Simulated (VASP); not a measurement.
# Pt (I4/mmm) in VASP: a series of runs, part 3 of 3

VASP 6.6.1. The steps go on from the part before.

## 5. Single point, PBEsol

This run uses another cell than the first one, of the same volume but with other edges.

Input file INCAR:

```
PREC = Accurate
ENCUT = 520
EDIFF = 1E-6
ISMEAR = 0
SIGMA = 0.15
LREAL = F
LASPH = T
NELM = 80
ALGO = Fast
ISIF = 2
LWAVE = F
LCHARG = T
GGA = PS
LELF = T
LVHAR = T
NBANDS = 11
```

Input file KPOINTS:

```
Automatic mesh
0
Gamma
  24 24 24
```

Input file POSCAR:

```
Pt
1.0
    0.0000000000      1.8966751085      2.0863426194
    1.8966751085      0.0000000000      2.0863426194
    1.8966751085      1.8966751085      0.0000000000
Pt
1
Direct
    0.0000000000      0.0000000000      0.0000000000
```

Potentials or basis: VASP PAW PBE potentials, release 64 (Pt).

The run is started by

```sh
$ cat potpaw_PBE.64/Pt/POTCAR > POTCAR
$ mpirun -np 1 vasp_std > vasp.out
```

OUTCAR:

```text
PREC = Accurate
   ENCUT = 520
   EDIFF = 1E-6
   ISMEAR = 0
   LREAL = F
   LASPH = T
   NELM = 80
   ISIF = 2
   GGA = PS

 ion  position               nearest neighbor table
   1  0.000  0.000  0.000-

  LATTYP: Found a body centered tetragonal cell.
 ALAT       =     2.6823036619
 C/A-ratio  =     1.5556349186

  Lattice vectors:

 A1 = (  -1.8966751085,   0.0000000000,   2.0863426194)
 A2 = (   1.8966751085,   0.0000000000,   2.0863426194)
 A3 = (   0.0000000000,   1.8966751085,  -2.0863426194)

Analysis of symmetry for initial positions (statically):
=====================================================================
 Subroutine PRICEL returns:
 Original cell was already a primitive cell.

 Routine SETGRP: Setting up the symmetry group for a
 body centered tetragonal supercell.

 Subroutine GETGRP returns: Found 16 space group operations
 (whereof 16 operations were pure point group operations)
 out of a pool of 16 trial point group operations.

The static configuration has the point symmetry D_4h.

Analysis of symmetry for dynamics (positions and initial velocities):
[... 168 lines left out ...]
      1       0.8414      2.00000
      2       6.6021      2.00000
      3       7.8043      2.00000
      4       7.8043      2.00000
      5       8.7969      2.00000
      6      10.2033      2.00000
      7      25.9487      0.00000
      8      29.2415      0.00000
      9      31.6060      0.00000
     10      31.6060      0.00000
     11      36.2998      0.00000
[... 309 lines left out ...]
 k-point    24 :       0.4583    0.0417    0.0000
  band No.  band energies     occupation
      1       3.8332      2.00000
      2       6.7439      2.00000
      3       7.9456      2.00000
      4       9.7768      2.00000
      5      10.9732      1.89629
      6      11.4988      0.00087
      7      17.8985      0.00000
      8      25.2788      0.00000
      9      30.0094      0.00000
     10      31.1641      0.00000
     11      37.9881      0.00000

 [... further k-points ...]

------------------------ aborting loop because EDIFF is reached ----------------------------------------

  FORCE on cell =-STRESS in cart. coord.  units (eV):
  Direction    XX          YY          ZZ          XY          YZ          ZX
  --------------------------------------------------------------------------------------
  -------------------------------------------------------------------------------------
  Total        0.5447964      0.5447964     -0.6774114      0.0000000     -0.0000000     -0.0000000
  in kB       58.1491403     58.1491403    -72.3038773      0.0000000     -0.0000000     -0.0000000
  external PRESSURE =      14.6648011 kB  Pullay stress =       0.0000000 kB

 VOLUME and BASIS-vectors are now :
 -----------------------------------------------------------------------------
  energy-cutoff  :      520.00
  volume of cell :       15.01
      direct lattice vectors                 reciprocal lattice vectors
     0.000000000  1.896675108  2.086342619    -0.263619213  0.263619213  0.239653830
     1.896675108  0.000000000  2.086342619     0.263619213 -0.263619213  0.239653830
     1.896675108  1.896675108  0.000000000     0.263619213  0.263619213 -0.239653830

 POSITION                                       TOTAL-FORCE (eV/Angst)
 -----------------------------------------------------------------------------------
      0.00000      0.00000      0.00000        -0.000000      0.000000      0.000000
 -----------------------------------------------------------------------------------
    total drift:                                0.000000      0.000000     -0.000000

  FREE ENERGIE OF THE ION-ELECTRON SYSTEM (eV)
  ---------------------------------------------------
  free  energy   TOTEN  =        -6.9376903156 eV

  energy  without entropy=       -6.9166220179  energy(sigma->0) =       -6.92715617
```

stdout:

```text
POSCAR found type information on POSCAR Pt
 POSCAR found :  1 types and       1 ions
 scaLAPACK will be used
 -----------------------------------------------------------------------------
|                                                                             |
|                                                                             |
|     You enforced a specific xc type in the INCAR file but a different       |
|     I HOPE YOU KNOW WHAT YOU ARE DOING!                                     |
|                                                                             |
 -----------------------------------------------------------------------------

 LDA part: xc-table for (Slater+PW92), standard interpolation
 POSCAR, INCAR and KPOINTS ok, starting setup
 FFT: planning ... GRIDC
 FFT: planning ... GRID_SOFT
 FFT: planning ... GRID
 WAVECAR not read
 entering main loop
```

Run time: 49 s. Hardware: 1 thread of Intel Xeon 6975P-C (Granite Rapids), shared host; peak memory 0.29 GiB.

What came out:

```yaml
Free_energy: -6.9377 eV
Pressure: 1.5 GPa
Band_gap_on_the_k_mesh: zero (bands 5 and 6 overlap by 2.67 eV)
```

Stress tensor (GPa, compression positive):
```
 5.81  0.00  0.00
 0.00  5.81  0.00
 0.00  0.00 -7.23
```

Caveat: the PAW data sets were made with another functional, which shifts forces and pressure a little; spin-orbit coupling is left out, which moves the levels of the heavy elements.

## 6. Single point, PBEsol

This run uses another cell than the first one, of the same volume but with other edges.

Input file INCAR:

```
SYSTEM = Pt
  ALGO = Fast
  EDIFF = 1E-7
  ENCUT = 520
  GGA = PS
  ISIF = 2
  ISMEAR = 0
  LASPH = .TRUE.
  LCHARG = .TRUE.
  LELF = .TRUE.
  LREAL = .FALSE.
  LVHAR = .TRUE.
  LWAVE = .FALSE.
  NBANDS = 11
  NELM = 60
  PREC = Accurate
  SIGMA = 0.15
```

Input file KPOINTS:

```
k-points
0
G
  24 24 24
  0 0 0
```

Input file POSCAR:

```
Pt
1.0
    0.0000000000      2.2602304467      1.4691497903
    2.2602304467      0.0000000000      1.4691497903
    2.2602304467      2.2602304467      0.0000000000
Pt
1
Direct
    0.0000000000      0.0000000000      0.0000000000
```

Potentials or basis: VASP PAW PBE potentials, release 64 (Pt).

The run is started by

```sh
$ cat potpaw_PBE.64/Pt/POTCAR > POTCAR
$ mpirun -np 1 vasp_std > vasp.out
```

It took 66 s on 1 thread of Intel Xeon 6975P-C (Granite Rapids), shared host; peak memory 0.28 GiB.

Results (log left out):

```yaml
Free_energy: -6.8781 eV
Pressure: 3.1 GPa
Band_gap_on_the_k_mesh: zero (bands 5 and 6 overlap by 2.32 eV)
```

Stress tensor (GPa, compression positive):
```
 6.25  0.00  0.00
 0.00  6.25  0.00
 0.00  0.00 -3.31
```

Levels at points of the mesh, in eV from the Fermi level:
| k point | band 2 | band 3 | band 4 | band 5 | band 6 | band 7 | band 8 | band 9 |
| --- | --- | --- | --- | --- | --- | --- | --- | --- |
| (0.00, 0.00, 0.00) | -4.31 | -3.50 | -3.50 | -1.76 | -0.66 | 16.47 | 16.47 | 18.29 |
| (0.50, 0.00, 0.00) | -5.62 | -1.28 | -0.30 | 0.21 | 1.10 | 6.95 | 12.91 | 15.51 |
| (0.50, 0.50, 0.00) | -6.67 | 0.45 | 0.45 | 0.72 | 6.83 | 6.83 | 9.49 | 13.18 |
| (0.50, 0.00, 0.50) | -4.77 | -2.03 | -1.02 | -0.37 | 0.98 | 6.16 | 13.85 | 17.64 |

Caveat: the cell stands under pressure; the PAW data sets were made with another functional, which shifts forces and pressure a little; spin-orbit coupling is left out, which moves the levels of the heavy elements.

## 7. Single point, PBEsol

This run uses another cell than the first one, of the same volume but with other edges.

Input file INCAR:

```
SYSTEM = Pt
ALGO = Fast
EDIFF = 1E-7
ENCUT = 520
GGA = PS
ISIF = 2
ISMEAR = 0
LASPH = .True.
LCHARG = .False.
LREAL = .False.
LWAVE = .False.
NBANDS = 11
NELM = 100
PREC = Accurate
SIGMA = 0.15
```

Input file KPOINTS:

```
k-points
0
Gamma
  24 24 24
  0 0 0
```

Input file POSCAR:

```
Pt
1.0
    0.0000000000      1.7103831919      2.5655747879
    1.7103831919      0.0000000000      2.5655747879
    1.7103831919      1.7103831919      0.0000000000
Pt
1
Direct
    0.0000000000      0.0000000000      0.0000000000
```

The run is started by

```sh
$ cat potpaw_PBE.64/Pt/POTCAR > POTCAR
$ mpirun -np 1 vasp_std > vasp.out
```

It took 53 s on 1 thread of Intel Xeon 6975P-C (Granite Rapids), shared host; peak memory 0.28 GiB.

Results (log left out):

```yaml
Free_energy: -6.0685 eV
Pressure: 35.2 GPa
Band_gap_on_the_k_mesh: zero (bands 5 and 6 overlap by 5.37 eV)
```

Stress tensor (GPa, compression positive):
```
 63.22   0.00   0.00
  0.00  63.22   0.00
  0.00   0.00 -20.84
```

Levels at points of the mesh, in eV from the Fermi level:
```
           k point  band 2  band 3  band 4  band 5  band 6  band 7  band 8  band 9
(0.00, 0.00, 0.00)   -7.04   -5.00   -1.32   -1.32    0.91   13.22   17.09   22.74
(0.50, 0.00, 0.00)   -5.94   -2.21   -0.27    0.04    0.07    7.67   10.86   20.48
(0.50, 0.50, 0.00)   -7.58   -1.81    0.33    0.33    1.10    2.96   17.10   17.10
(0.50, 0.00, 0.50)   -5.81   -2.38   -0.74    3.37    5.12    9.83   11.41   13.69
```

Caveat: the cell stands under pressure; the PAW data sets were made with another functional, which shifts forces and pressure a little; spin-orbit coupling is left out, which moves the levels of the heavy elements.

## 8. Overview

```tsv
cell	further INCAR settings	gap on the mesh (eV)	pressure (GPa)
a = 2.697, b = 2.697, c = 3.008 Å, angles 56.1, 56.1, 67.8°, 1 atom	ALGO = Fast; EDIFF = 1e-07; NBANDS = 11	none	2.9
a = 2.942, b = 2.942, c = 2.537 Å, angles 64.5, 64.5, 51.1°, 1 atom	ALGO = Fast; EDIFF = 1e-06; NBANDS = 11	none	12.7
a = 2.735, b = 2.735, c = 2.847 Å, angles 58.6, 58.6, 62.7°, 1 atom	ALGO = Fast; EDIFF = 1e-07; NBANDS = 11	none	0.8
a = 2.820, b = 2.820, c = 2.682 Å, angles 61.6, 61.6, 56.8°, 1 atom	ALGO = Fast; EDIFF = 1e-06; NBANDS = 11	none	1.5
a = 2.696, b = 2.696, c = 3.196 Å, angles 53.6, 53.6, 72.7°, 1 atom	ALGO = Fast; EDIFF = 1e-07; NBANDS = 11	none	3.1
a = 3.083, b = 3.083, c = 2.419 Å, angles 66.9, 66.9, 46.2°, 1 atom	ALGO = Fast; EDIFF = 1e-07; NBANDS = 11	none	35.2
```

Alike in all rows: task single point; level PBEsol; potentials or basis VASP PAW PBE potentials, release 64 (Pt); no spin polarisation; k mesh 24 × 24 × 24; cutoff (eV) 520; smearing gaussian 0.15 eV.

Caveats: the PAW data sets were made with another functional, which shifts forces and pressure a little; spin-orbit coupling is left out, which moves the levels of the heavy elements; the cell stands under pressure (at least some runs).

Absolute energies hang on the potentials; compare differences alone.
